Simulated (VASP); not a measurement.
## B4C3: relaxation of cell and atoms with PBE

Crystal: B4C3.

```
B C
1.0
     3.85521    0.00000    0.00000
     0.00000    3.85521    0.00000
     0.00000    0.00000    3.85521
B C
4 3
Direct
  0.20000 0.20000 0.80000
  0.80000 0.80000 0.80000
  0.20000 0.80000 0.20000
  0.80000 0.20000 0.20000
  0.00000 0.00000 0.50000
  0.50000 0.00000 0.00000
  0.00000 0.50000 0.00000
```

The cell was built from a structure type or drawn by symmetry, and may not be a known phase.

```
Program                : VASP 6.6.1
Task                   : relaxation of cell and atoms
Functional             : PBE
Potentials or basis    : VASP PAW PBE potentials, release 64 (B, C)
Cutoff                 : 600 eV
k mesh                 : 10 × 10 × 10
Occupations            : gaussian, width 0.1 eV
Spin                   : no spin polarisation
Dipole correction      : no
Further INCAR settings : ALGO = Normal; EDIFF = 1e-07; IBRION = 2; EDIFFG = -0.01; NSW = 100; ISIF = 3
```

```yaml
Relaxed_volume: 8.17 Å³/atom
Relaxed_cell: a = 3.852 Å, b = 3.852 Å, c = 3.852 Å, α = 90.00°, β = 90.00°, γ = 90.00°
Space_group_after_relaxing_to_0.1_Å: P-43m (No. 215)
Energy_gained_by_relaxing: 2.2 meV/atom
Ionic_steps: 5
Pressure_after_relaxing: 0.0 GPa
Band_gap_on_the_k_mesh: zero (bands 12 and 13 overlap by 2.24 eV)
```

Forces in eV/Å, atoms in the order of the input:
```
B   -0.001 -0.001  0.001
B    0.001  0.001  0.001
B   -0.001  0.001 -0.001
B    0.001 -0.001 -0.001
C    0.000  0.000  0.000
C    0.000  0.000  0.000
C    0.000  0.000  0.000
```

Step by step:
```tsv
step	energy change (eV)	largest force (eV/Å)	pressure (GPa)	volume (Å³)
1	0.0000	0.3847	0.52	57.30
2	-0.0139	0.0008	-1.33	57.52
3	-0.0140	0.0236	-1.22	57.51
4	-0.0152	0.0127	0.49	57.02
5	-0.0154	0.0021	-0.01	57.16
```

Final structure:
```
CELL_PARAMETERS angstrom
3.85214 0.00000 0.00000
0.00000 3.85214 0.00000
0.00000 0.00000 3.85214
ATOMIC_POSITIONS crystal
B 0.20301 0.20301 0.79699
B 0.79699 0.79699 0.79699
B 0.20301 0.79699 0.20301
B 0.79699 0.20301 0.20301
C 0.00000 0.00000 0.50000
C 0.50000 0.00000 0.00000
C 0.00000 0.50000 0.00000
```

Levels at points of the mesh, in eV from the Fermi level:
| k point | band 10 | band 11 | band 12 | band 13 | band 14 | band 15 |
| --- | --- | --- | --- | --- | --- | --- |
| (0.00, 0.00, 0.00) | -2.43 | -1.45 | -1.45 | -1.45 | 6.63 | 7.28 |
| (0.50, 0.00, 0.00) | -3.42 | -1.42 | -1.42 | 0.96 | 4.04 | 6.34 |
| (0.50, 0.50, 0.00) | -2.69 | -2.50 | 0.74 | 1.95 | 3.29 | 5.99 |
| (0.50, 0.50, 0.50) | -0.69 | 0.74 | 0.74 | 0.74 | 6.85 | 6.85 |

Wall time 58 s on 1 thread of Intel(R) Xeon(R) 6975P-C (Granite Rapids), with other jobs on the host, peak memory 0.2 GiB.
